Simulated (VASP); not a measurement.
Here is a VASP 6.6.1 calculation.

The input INCAR:

```
SYSTEM = Se
ALGO = Normal
EDIFF = 1E-7
ENCUT = 520
GGA = RE
ISIF = 2
ISMEAR = -1
LASPH = .TRUE.
LCHARG = .FALSE.
LREAL = .FALSE.
LWAVE = .FALSE.
NBANDS = 9
NELM = 100
PREC = Accurate
SIGMA = 0.1
```

KPOINTS

```
k-points
0
G
  12 12 12
  0 0 0
```

Contents of POSCAR:

```
Se
1.0
    2.9224118398      0.0000000000      0.0000000000
    0.0000000000      2.9224118398      0.0000000000
    0.0000000000      0.0000000000      2.9224118398
Se
1
Direct
    0.0000000000      0.0000000000      0.0000000000
```

Potentials or basis: VASP PAW PBE potentials, release 64 (Se).

Run with:

```sh
$ cat potpaw_PBE.64/Se/POTCAR > POTCAR
$ mpirun -np 1 vasp_std > vasp.out
```

Predict the band gap on the k mesh.

zero (band 3 reaches 6.04 eV, above the bottom of band 4 at 0.67 eV).

Estimate the pressure.

-4.2 GPa.

Caveat: the PAW data sets were made with another functional, which shifts forces and pressure a little.
